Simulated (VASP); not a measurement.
Set up this calculation in VASP 6.6.1, as the native input.

* Task: single point
* Functional: PBEsol
* Potentials or basis: VASP PAW PBE potentials, release 64 (Pd)
* Cutoff: 520 eV
* k mesh: 22 × 22 × 22
* Occupations: gaussian, width 0.15 eV
* Spin: no spin polarisation
* Dipole correction: no
* Further INCAR settings: ALGO = Fast; EDIFF = 1e-06; NBANDS = 11

The structure of Pd lies in POSCAR:

```
Pd
1.0
   -1.6508950500      1.6508950500      1.4936669500
    1.6508950500     -1.6508950500      1.4936669500
    1.6508950500      1.6508950500     -1.4936669500
Pd
1
Direct
    0.0000000000      0.0000000000      0.0000000000
```

This cell differs from its parent crystal: strain +0.050 along x and y, -0.050 along z.

The input as run:

INCAR

```
SYSTEM = Pd
PREC     = Accurate       ! precision mode
ENCUT    = 520            ! plane-wave cutoff, eV
EDIFF    = 1E-6           ! SCF threshold, eV
ISMEAR   = 0              ! smearing method
SIGMA    = 0.15           ! smearing width, eV
LREAL    = .FALSE.        ! projectors in reciprocal space
LASPH    = .TRUE.         ! aspherical terms in the spheres
NELM     = 60             ! most SCF steps
ALGO     = Fast           ! electronic algorithm
ISIF     = 2              ! what is computed and relaxed
LWAVE    = .FALSE.        ! write WAVECAR
LCHARG   = .TRUE.         ! write CHGCAR
GGA      = PS             ! functional
LELF     = .TRUE.         ! ELF
LVHAR    = .TRUE.       
NBANDS   = 11             ! bands
```

KPOINTS

```
regular mesh
0
G
  22 22 22
  0 0 0
```

Potentials or basis: VASP PAW PBE potentials, release 64 (Pd).

Run with:

```console
$ cat potpaw_PBE.64/Pd/POTCAR > POTCAR
$ mpirun -np 1 vasp_std > vasp.out
```

It gave:

| Quantity | Value |
| --- | --- |
| Pressure | -15.8 GPa |
| Band gap on the k mesh | zero (band 5 reaches 8.52 eV, above the bottom of band 6 at 7.17 eV) |

Caveat: the cell differs from its parent crystal (strain +0.050 along x and y, -0.050 along z); the PAW data sets were made with another functional, which shifts forces and pressure a little.

Run time: 3 min on 1 thread of AMD EPYC 7R13 Processor (Zen 3) (shared host), peak memory 0.23 GiB.
